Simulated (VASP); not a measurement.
Wanted: the native input for a VASP 6.6.1 run.

| Property | Result |
| --- | --- |
| Task | single point |
| Functional | PBE |
| Potentials or basis | VASP PAW PBE potentials, release 64 (Pt) |
| Cutoff | 520 eV |
| k mesh | 18 × 18 × 18 |
| Occupations | gaussian, width 0.05 eV |
| Spin | no spin polarisation |
| Dipole correction | no |
| Further INCAR settings | ALGO = Normal; EDIFF = 1e-07; NBANDS = 11 |

The structure of Pt lies in POSCAR:

```
Pt
1.0
   -1.5842200000      1.5842200000      1.5842200000
    1.5842200000     -1.5842200000      1.5842200000
    1.5842200000      1.5842200000     -1.5842200000
Pt
1
Direct
    0.0000000000      0.0000000000      0.0000000000
```

The input as run:

INCAR

```
PREC = Accurate ; ENCUT = 520
EDIFF = 1E-7 ; ISMEAR = 0
SIGMA = 0.05 ; LREAL = F
LASPH = T ; NELM = 60
ALGO = Normal ; ISIF = 2
LWAVE = F ; LCHARG = F
GGA = PE ; NBANDS = 11
```

KPOINTS

```
regular mesh
0
Gamma
  18 18 18
```

Potentials or basis: VASP PAW PBE potentials, release 64 (Pt).

Run with:

```console
$ cat potpaw_PBE.64/Pt/POTCAR > POTCAR
$ mpirun -np 1 vasp_std > vasp.out
```

Results of the run:

```json
{
  "Pressure": "-1.8 GPa",
  "Band gap on the k mesh": "zero (band 5 reaches 11.09 eV, above the bottom of band 6 at 8.97 eV)"
}
```

Caveat: spin-orbit coupling is left out, which moves the levels of the heavy elements.

It took 14 s on 1 thread of Intel(R) Xeon(R) Platinum 8375C CPU @ 2.90GHz (Ice Lake), on a shared host, peak memory 0.15 GiB.
